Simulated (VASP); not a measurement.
A run of VASP 6.6.1:

File INCAR:

```
SYSTEM = MgO
  ALGO = Normal
  EDIFF = 1E-6
  ENCUT = 520
  GGA = PE
  ISIF = 2
  ISMEAR = 0
  LASPH = .TRUE.
  LCHARG = .FALSE.
  LREAL = .FALSE.
  LWAVE = .FALSE.
  NBANDS = 16
  NELM = 60
  PREC = Accurate
  SIGMA = 0.01
```

File KPOINTS:

```
k-points
0
G
  6 6 6
  0 0 0
```

POSCAR

```
MgO
1.0
    3.5207217159      0.0000000000      0.0000000000
   -1.7603608580      3.0490344456      0.0000000000
    0.0000000000      0.0000000000      4.2382702817
Mg O
2 2
Direct
    0.6666666667      0.3333333333      0.7500000000
    0.3333333333      0.6666666667      0.2500000000
    0.6666666667      0.3333333333      0.2500000000
    0.3333333333      0.6666666667      0.7500000000
```

Potentials or basis: VASP PAW PBE potentials, release 64 (Mg, O).

Run with:

```console
$ cat potpaw_PBE.64/Mg/POTCAR potpaw_PBE.64/O/POTCAR > POTCAR
$ mpirun -np 1 vasp_std > vasp.out
```

Hardware: 1 thread of Intel(R) Xeon(R) 6975P-C (Granite Rapids), with other jobs on the host.

Estimate the wall time of this run.

Run time: 8.2 s on 1 thread of Intel(R) Xeon(R) 6975P-C (Granite Rapids), with other jobs on the host, peak memory 0.17 GiB. Counts: scf iterations 13, k points 28.
